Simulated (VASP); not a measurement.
Wanted: the native input for a VASP 6.6.1 run.

```yaml
Task: relaxation of cell and atoms
Functional: PBE
Potentials_or_basis: VASP PAW PBE potentials, release 64 (Al, C, Au, N)
Cutoff: 600 eV
k_mesh: 4 × 4 × 4
Occupations: gaussian, width 0.1 eV
Spin: no spin polarisation
Dipole_correction: no
Further_INCAR_settings: ALGO = Normal; EDIFF = 1e-06; IBRION = 2; EDIFFG = -0.04; NSW = 90; ISIF = 3
```

The structure of AlAuC4N4 lies in POSCAR:

```
AlAuC4N4
1.0
    5.8341244700      0.0000000000      0.0000000000
    0.0000000000      5.8341244700      0.0000000000
    0.0000000000      0.0000000000      5.8341244700
Al C Au N
1 4 1 4
Direct
    0.0000000000      0.0000000000      0.0000000000
    0.1855517100      0.1855517100      0.1855517100
    0.1855517100      0.8144482900      0.8144482900
    0.8144482900      0.1855517100      0.8144482900
    0.8144482900      0.8144482900      0.1855517100
    0.5000000000      0.5000000000      0.5000000000
    0.3013359700      0.3013359700      0.3013359700
    0.3013359700      0.6986640300      0.6986640300
    0.6986640300      0.3013359700      0.6986640300
    0.6986640300      0.6986640300      0.3013359700
```

The input as run:

INCAR

```
SYSTEM = AlAuC4N4
  PREC = Accurate
  ENCUT = 600
  EDIFF = 1E-6
  ISMEAR = 0
  SIGMA = 0.1
  LREAL = .FALSE.
  LASPH = .TRUE.
  NELM = 100
  ALGO = Normal
  ISIF = 3
  LWAVE = .FALSE.
  LCHARG = .FALSE.
  GGA = PE
  IBRION = 2
  NSW = 90
  EDIFFG = -0.04
```

KPOINTS

```
Automatic mesh
0
G
  4 4 4
  0 0 0
```

Potentials or basis: VASP PAW PBE potentials, release 64 (Al, C, Au, N).

Launch:

```sh
$ cat potpaw_PBE.64/Al/POTCAR potpaw_PBE.64/C/POTCAR potpaw_PBE.64/Au/POTCAR potpaw_PBE.64/N/POTCAR > POTCAR
$ mpirun -np 1 vasp_std > vasp.out
```

Results of the run:

```
Relaxed volume                        : 23.21 Å³/atom
Relaxed cell                          : a = 6.145 Å, b = 6.145 Å, c = 6.145 Å, α = 90.00°, β = 90.00°, γ = 90.00°
Space group after relaxing (to 0.1 Å) : P-43m (No. 215)
Pressure after relaxing               : 0.0 GPa
Largest force after relaxing          : 0.014 eV/Å
Band gap on the k mesh                : 3.47 eV (least direct gap 3.49 eV)
```

Caveat: the volume moved by over 15 % at a fixed basis, so the end points are rough; spin-orbit coupling is left out, which moves the levels of the heavy elements.

Run time: 19 min on 1 thread of Oxide Virtual Turin-like Processor, with other jobs on the host, peak memory 0.35 GiB.
